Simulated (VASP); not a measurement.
# SiC (P1) in VASP: single point with PBEsol

Aim: the single point of SiC with PBEsol.

Program: VASP 6.6.1. These are calculated values, not measurements. Logs are shortened: lines on timing, memory, paths and dates and some standing lists are left out, and cuts for length are marked.

## Step 1: The cell of the first run

The typed cell holds 8 atoms: a = 3.078 Å, b = 3.078 Å, c = 10.076 Å, α = 90.00°, β = 90.00°, γ = 120.00°.

## Step 2: Single point, PBEsol (atoms displaced along a vibrational mode)

INCAR reads:

```
  PREC = Accurate
  ENCUT = 520
  EDIFF = 1E-6
  ISMEAR = 0
  SIGMA = 0.05
  LREAL = False
  LASPH = True
  NELM = 100
  ALGO = Normal
  ISIF = 2
  LWAVE = False
  LCHARG = False
  GGA = PS
  NBANDS = 26
```

KPOINTS reads:

```
regular mesh
0
Gamma
  12 12 4
```

POSCAR reads:

```
SiC
1.0
    3.0780670561      0.0000000000      0.0000000000
   -1.5390335280      2.6656842651      0.0000000000
    0.0000000000      0.0000000000     10.0758090271
Si C
4 4
Direct
    0.6683738625      0.3333333333      0.9351481561
    0.3316261375      0.6666666667      0.4405075273
    0.0017618921      0.0000000000      0.6891826256
   -0.0017618921      0.0000000000      0.1866120730
    0.6617934785      0.3333333333      0.7491046490
    0.3382065215      0.6666666667      0.2505336878
    0.0037109680      0.0000000000      0.5028956706
   -0.0037109680      0.0000000000     -0.0019863894
```

Potentials or basis: VASP PAW PBE potentials, release 64 (Si, C).

The run is started by

```console
$ cat potpaw_PBE.64/Si/POTCAR potpaw_PBE.64/C/POTCAR > POTCAR
$ mpirun -np 1 vasp_std > vasp.out
```

OUTCAR:

```text
PREC = Accurate
   ENCUT = 520
   EDIFF = 1E-6
   ISMEAR = 0
   LREAL = False
   LASPH = True
   NELM = 100
   ISIF = 2
   GGA = PS

 ion  position               nearest neighbor table
   1  0.668  0.333  0.935-   8 1.87   5 1.87   8 1.89   8 1.90   3 3.05   3 3.05   3 3.05   4 3.09
                             4 3.09   4 3.10
   2  0.332  0.667  0.441-   7 1.87   7 1.89   7 1.90   6 1.91   3 3.07   3 3.07   3 3.08   4 3.11
                             4 3.11   4 3.11
   3  0.002  0.000  0.689-   5 1.86   5 1.88   7 1.88   5 1.89   1 3.05   1 3.05   1 3.05   2 3.07
                             2 3.07   2 3.08
   4  0.998  0.000  0.187-   6 1.87   6 1.89   8 1.90   6 1.91   1 3.09   1 3.09   1 3.10   2 3.11
                             2 3.11   2 3.11
   5  0.662  0.333  0.749-   3 1.86   1 1.87   3 1.88   3 1.89
   6  0.338  0.667  0.251-   4 1.87   4 1.89   4 1.91   2 1.91
   7  0.004  0.000  0.503-   2 1.87   3 1.88   2 1.89   2 1.90
   8  0.996  0.000  0.998-   1 1.87   1 1.89   1 1.90   4 1.90

  LATTYP: Found a hexagonal cell.
 ALAT       =     3.0780670561
 C/A-ratio  =     3.2734208981

  Lattice vectors:

 A1 = (   3.0780670561,   0.0000000000,   0.0000000000)
 A2 = (  -1.5390335280,   2.6656842651,   0.0000000000)
 A3 = (   0.0000000000,   0.0000000000,  10.0758090271)

Analysis of symmetry for initial positions (statically):
=====================================================================
 Subroutine PRICEL returns:
 Original cell was already a primitive cell.

 Routine SETGRP: Setting up the symmetry group for a
 hexagonal supercell.

 Subroutine GETGRP returns: Found  1 space group operations
 (whereof  1 operations were pure point group operations)
 out of a pool of 24 trial point group operations.

The static configuration has the point symmetry C_1 .

Analysis of symmetry for dynamics (positions and initial velocities):
=====================================================================
 Subroutine PRICEL returns:
 Original cell was already a primitive cell.

 Routine SETGRP: Setting up the symmetry group for a
 hexagonal supercell.

 Subroutine GETGRP returns: Found  1 space group operations
 (whereof  1 operations were pure point group operations)
 out of a pool of 24 trial point group operations.

The dynamic configuration has the point symmetry C_1 .

 Subroutine INISYM returns: Found  1 space group operations
 (whereof  1 operations are pure point group operations),
 and found     1 'primitive' translations

----------------------------------------------------------------------------------------

                                     Primitive cell

  volume of cell :      82.6736

  direct lattice vectors                    reciprocal lattice vectors
     3.078067056  0.000000000  0.000000000     0.324879212  0.187569101  0.000000000
    -1.539033528  2.665684265  0.000000000     0.000000000  0.375138201  0.000000000
     0.000000000  0.000000000 10.075809027     0.000000000  0.000000000  0.099247613

  length of vectors
     3.078067056  3.078067056 10.075809027     0.375138201  0.375138201  0.099247613

  position of ions in fractional coordinates (direct lattice)
     0.668373862  0.333333333  0.935148156
     0.331626138  0.666666667  0.440507527
     0.001761892  0.000000000  0.689182626
     0.998238108  0.000000000  0.186612073
     0.661793479  0.333333333  0.749104649
     0.338206521  0.666666667  0.250533688
     0.003710968  0.000000000  0.502895671
     0.996289032  0.000000000  0.998013611

  ion indices of the primitive-cell ions
   primitive index   ion index
                 1           1
                 2           2
                 3           3
                 4           4
                 5           5
                 6           6
                 7           7
                 8           8

----------------------------------------------------------------------------------------

 KPOINTS: regular mesh

Automatic generation of k-mesh.
 Grid dimensions read from file:
 generate k-points for:   12   12    4

 Generating k-lattice:

  Cartesian coordinates                     Fractional coordinates (reciprocal lattice)
     0.027073268  0.015630758  0.000000000     0.083333333  0.000000000  0.000000000
     0.000000000  0.031261517  0.000000000     0.000000000  0.083333333  0.000000000
     0.000000000  0.000000000  0.024811903     0.000000000  0.000000000  0.250000000

  Length of vectors
     0.031261517  0.031261517  0.024811903

  Shift w.r.t. Gamma in fractional coordinates (k-lattice)
     0.000000000  0.000000000  0.000000000

 Subroutine IBZKPT returns following result:
 ===========================================

 Found    292 irreducible k-points:

 Following reciprocal coordinates:
            Coordinates               Weight
  0.000000  0.000000  0.000000      1.000000
  0.083333  0.000000  0.000000      2.000000
  0.000000  0.083333  0.000000      2.000000
 -0.083333  0.083333  0.000000      2.000000
  0.166667  0.000000  0.000000      2.000000
  0.000000  0.166667  0.000000      2.000000
[... 16 lines left out ...]
  0.166667  0.083333  0.000000      2.000000
 -0.083333  0.250000  0.000000      2.000000
 [... further k-points ...]
   k-points           NKPTS =    292   k-points in BZ     NKDIM =    292   number of bands    NBANDS=     26
   number of dos      NEDOS =    301   number of ions     NIONS =      8
   total plane-waves  NPLWV =  46080
   dimension x,y,z NGX =    24 NGY =   24 NGZ =   80
   dimension x,y,z NGXF=    48 NGYF=   48 NGZF=  160
   ions per type =               4   4
   NGX,Y,Z   is equivalent  to a cutoff of  12.96, 12.96, 13.20 a.u.
   NGXF,Y,Z  is equivalent  to a cutoff of  25.92, 25.92, 26.40 a.u.
 SYSTEM =  unknown system
   PREC   = accura    normal or accurate (medium, high low for compatibility)
   ISTART =      0    job   : 0-new  1-cont  2-samecut
   ICHARG =      2    charge: 1-file 2-atom 10-const
   ISPIN  =      1    spin polarized calculation?
   LNONCOLLINEAR =      F non collinear calculations
   LSORBIT =      F    spin-orbit coupling
   LASPH  =      T    aspherical Exc in radial PAW
   ENCUT  =  520.0 eV  38.22 Ry    6.18 a.u.   5.72  5.72 18.73*2*pi/ulx,y,z
   NELM   =    100;   NELMIN=  2; NELMDL= -5     # of ELM steps
   EDIFF  = 0.1E-05   stopping-criterion for ELM
   LREAL  =      F    real-space projection
   EDIFFG = 0.1E-04   stopping-criterion for IOM
   NSW    =      0    number of steps for IOM
   IBRION =     -1    ionic relax: 0-MD 1-quasi-New 2-CG
   NFREE  =      0    steps in history (QN), initial steepest desc. (CG)
   ISIF   =      2    stress and relaxation
   ISYM   =      2    0-nonsym 1-usesym 2-fastsym
   POTIM  = 0.5000    time-step for ionic-motion
   TEBEG  =    0.0;   TEEND  =   0.0 temperature during run
   PSTRESS=    0.0 pullay stress
   NELECT =      32.0000    total number of electrons
   NUPDOWN=      -1.0000    fix difference up-down
   EMIN   =  10.00;   EMAX   =-10.00  energy-range for DOS
   EFERMI =   0.00;   METHOD = LEGACY
   ISMEAR =     0;   SIGMA  =   0.05  broadening in eV -4-tet -1-fermi 0-gaus
   EFERMI_NEDOS =   21; number of points for ismear=-14 and -15
   IALGO  =     38    algorithm
   IMIX   =      4    mixing-type and parameters
     AMIX     =   0.40;   BMIX     =  1.00
     AMIX_MAG =   1.60;   BMIX_MAG =  1.00
  volume/ion in A,a.u.               =      10.33        69.74
  Fermi-wavevector in a.u.,A,eV,Ry     =   1.193079  2.254593 19.367048  1.423438
  Thomas-Fermi vector in A             =   2.329102
   LORBIT       =      0    0 simple, 1 ext, 2 COOP (PROOUT), +10 PAW based schemes
   GGA     = PS    functional components
   LHFCALC =     F    Hartree Fock is set to
   AEXX    =    0.0000 exact exchange contribution
   IVDW    =     0    specifies the selected vdW correction
   LEPSILON=     F    determine dielectric tensor
   LRPA    =     F    only Hartree local field effects (RPA)
 non-spin polarized calculation
 Gauss-broadening in eV      SIGMA  =   0.05
  energy-cutoff  :      520.00
  volume of cell :       82.67
 maximum number of plane-waves:      2256
   NGX = 11   NGY = 11   NGZ = 37

 number of electron      32.0000000 magnetization

 Free energy of the ion-electron system (eV)
  ---------------------------------------------------
  ext. energy  EPLUGINS =         0.00000000
  ---------------------------------------------------
  free energy    TOTEN  =       -63.63955071 eV

  energy without entropy =      -63.63955071  energy(sigma->0) =      -63.63955071

 E-fermi :   8.3572     XC(G=0): -11.5068

 val. band max:        8.1590026412   @ k =   0.0000   0.0000   0.0000
 cond. band min:      10.2158584750   @ k =   0.5000   0.5000   0.0000
 fundamental gap:      2.0568558338
 Fermi energy:         8.3572240055

 k-point     1 :       0.0000    0.0000    0.0000
  band No.  band energies     occupation
      1      -7.3924      2.00000
      2      -6.1923      2.00000
      3      -6.1404      2.00000
      4      -3.7633      2.00000
      5      -0.5449      2.00000
      6       3.7306      2.00000
[... 18 lines left out ...]
     25      15.4601      0.00000
     26      16.1217      0.00000

 k-point     2 :       0.0833    0.0000    0.0000
  band No.  band energies     occupation
      1      -7.2712      2.00000
      2      -6.0751      2.00000
      3      -6.0224      2.00000
      4      -3.6609      2.00000
      5      -0.4329      2.00000
      6       3.7683      2.00000
[... 18 lines left out ...]
     25      15.5000      0.00000
     26      16.0569      0.00000

 k-point     3 :       0.0000    0.0833    0.0000
  band No.  band energies     occupation
      1      -7.2713      2.00000
      2      -6.0750      2.00000
      3      -6.0226      2.00000
      4      -3.6608      2.00000
      5      -0.4330      2.00000
      6       3.7696      2.00000
[... 18 lines left out ...]
     25      15.4903      0.00000
     26      16.0744      0.00000

 k-point     4 :      -0.0833    0.0833    0.0000
  band No.  band energies     occupation
      1      -7.2713      2.00000
      2      -6.0749      2.00000
      3      -6.0227      2.00000
      4      -3.6607      2.00000
      5      -0.4331      2.00000
      6       3.7709      2.00000
[... 18 lines left out ...]
     25      15.4921      0.00000
     26      16.0632      0.00000

 k-point     5 :       0.1667    0.0000    0.0000
  band No.  band energies     occupation
      1      -6.9107      2.00000
      2      -5.7278      2.00000
      3      -5.6722      2.00000
      4      -3.3626      2.00000
      5      -0.1064      2.00000
      6       3.7428      2.00000
[... 18 lines left out ...]
     25      16.0966      0.00000
     26      16.1886      0.00000

 k-point     6 :       0.0000    0.1667    0.0000
  band No.  band energies     occupation
      1      -6.9108      2.00000
      2      -5.7272      2.00000
      3      -5.6730      2.00000
      4      -3.3622      2.00000
      5      -0.1067      2.00000
      6       3.7474      2.00000
[... 427 lines left out ...]
 k-point    21 :      -0.0833    0.1667    0.0000
  band No.  band energies     occupation
      1      -7.0306      2.00000
      2      -5.8420      2.00000
      3      -5.7893      2.00000
      4      -3.4598      2.00000
      5      -0.2137      2.00000
      6       3.7993      2.00000
[... 18 lines left out ...]
     25      16.1695      0.00000
     26      16.3076      0.00000

 k-point    22 :      -0.1667    0.0833    0.0000
  band No.  band energies     occupation
      1      -7.0305      2.00000
      2      -5.8424      2.00000
      3      -5.7888      2.00000
      4      -3.4600      2.00000
      5      -0.2136      2.00000
      6       3.7946      2.00000
[... 18 lines left out ...]
     25      16.0943      0.00000
     26      16.2981      0.00000

 k-point    23 :       0.1667    0.0833    0.0000
  band No.  band energies     occupation
      1      -6.5548      2.00000
      2      -5.3875      2.00000
      3      -5.3282      2.00000
      4      -3.0806      2.00000
      5       0.2025      2.00000
      6       3.4066      2.00000
[... 18 lines left out ...]
     25      16.0848      0.00000
     26      16.4340      0.00000

 k-point    24 :      -0.0833    0.2500    0.0000
  band No.  band energies     occupation
      1      -6.5553      2.00000
      2      -5.3855      2.00000
      3      -5.3307      2.00000
      4      -3.0792      2.00000
      5       0.2016      2.00000
      6       3.4236      2.00000
[... 18 lines left out ...]
     25      16.0089      0.00000
     26      16.5083      0.00000

 [... further k-points ...]
[... 5 lines left out ...]
  --------------------------------------------------------------------------------------
  -------------------------------------------------------------------------------------
  Total        0.2313286      0.2065504      0.2605325      0.1353112      0.0002564      0.0096289
  in kB        4.4830469      4.0028557      5.0490053      2.6222704      0.0049699      0.1866038
  external PRESSURE =       4.5116359 kB  Pullay stress =       0.0000000 kB

 VOLUME and BASIS-vectors are now :
 -----------------------------------------------------------------------------
  energy-cutoff  :      520.00
  volume of cell :       82.67
      direct lattice vectors                 reciprocal lattice vectors
     3.078067056  0.000000000  0.000000000     0.324879212  0.187569101  0.000000000
    -1.539033528  2.665684265  0.000000000     0.000000000  0.375138201  0.000000000
     0.000000000  0.000000000 10.075809027     0.000000000  0.000000000  0.099247613

 POSITION                                       TOTAL-FORCE (eV/Angst)
 -----------------------------------------------------------------------------------
      1.54429      0.88856      9.42237        -0.326329      0.007366      0.446702
     -0.00525      1.77712      4.43847         0.331687     -0.007415     -0.421081
      0.00542      0.00000      6.94407        -0.352222     -0.012048     -0.205859
      3.07264      0.00000      1.88027         0.327729      0.011142      0.209110
      1.52403      0.88856      7.54784         0.413841      0.012230      0.039322
      0.01500      1.77712      2.52433        -0.389494     -0.011271     -0.059011
      0.01142      0.00000      5.06708        -0.308750      0.007329     -0.175686
      3.06664      0.00000     10.05579         0.303537     -0.007333      0.166504
 -----------------------------------------------------------------------------------
    total drift:                               -0.000052      0.000001      0.000193

  FREE ENERGIE OF THE ION-ELECTRON SYSTEM (eV)
  ---------------------------------------------------
  free  energy   TOTEN  =       -63.6395507121 eV

  energy  without entropy=      -63.6395507121  energy(sigma->0) =      -63.63955071
```

Wall time 4.6 min (1 thread of Intel Xeon Platinum 8488C (Sapphire Rapids), shared host); peak memory 0.54 GiB.

Results:

* Free energy: -63.6396 eV
* Pressure: 0.5 GPa
* Largest force: 0.553 eV/Å
* Band gap on the k mesh: 2.06 eV (least direct gap 3.20 eV)

Forces on the atoms (eV/Å):
```
Si  -0.326  0.007  0.447
Si   0.332 -0.007 -0.421
Si  -0.352 -0.012 -0.206
Si   0.328  0.011  0.209
C    0.414  0.012  0.039
C   -0.389 -0.011 -0.059
C   -0.309  0.007 -0.176
C    0.304 -0.007  0.167
```

Stress tensor (GPa, compression positive):
```
0.45 0.26 0.02
0.26 0.40 0.00
0.02 0.00 0.50
```

Levels at points of the mesh, in eV from the valence-band top:
```
           k point  band 13  band 14  band 15  band 16  band 17  band 18  band 19  band 20
(0.00, 0.00, 0.00)    -0.56    -0.07     0.00     0.00     4.99     5.58     6.17     6.29
(0.50, 0.00, 0.00)    -2.35    -2.25    -1.63    -1.14     2.10     2.20     4.10     4.65
(0.00, 0.50, 0.00)    -2.38    -2.25    -1.61    -1.14     2.08     2.21     4.08     4.64
(0.50, 0.50, 0.00)    -2.40    -2.26    -1.59    -1.14     2.06     2.22     4.07     4.63
(0.00, 0.00, 0.50)    -0.30    -0.27    -0.16    -0.13     5.12     5.30     6.61     6.73
(0.50, 0.00, 0.50)    -2.61    -2.53    -1.63    -1.52     2.46     2.53     4.04     4.19
(0.00, 0.50, 0.50)    -2.59    -2.51    -1.63    -1.52     2.47     2.53     4.01     4.16
(0.50, 0.50, 0.50)    -2.58    -2.50    -1.63    -1.53     2.47     2.53     3.97     4.12
```

Caveat: the cell differs from its parent crystal (atoms displaced along a vibrational mode); the PAW data sets were made with another functional, which shifts forces and pressure a little. A k mesh can miss the band edges.
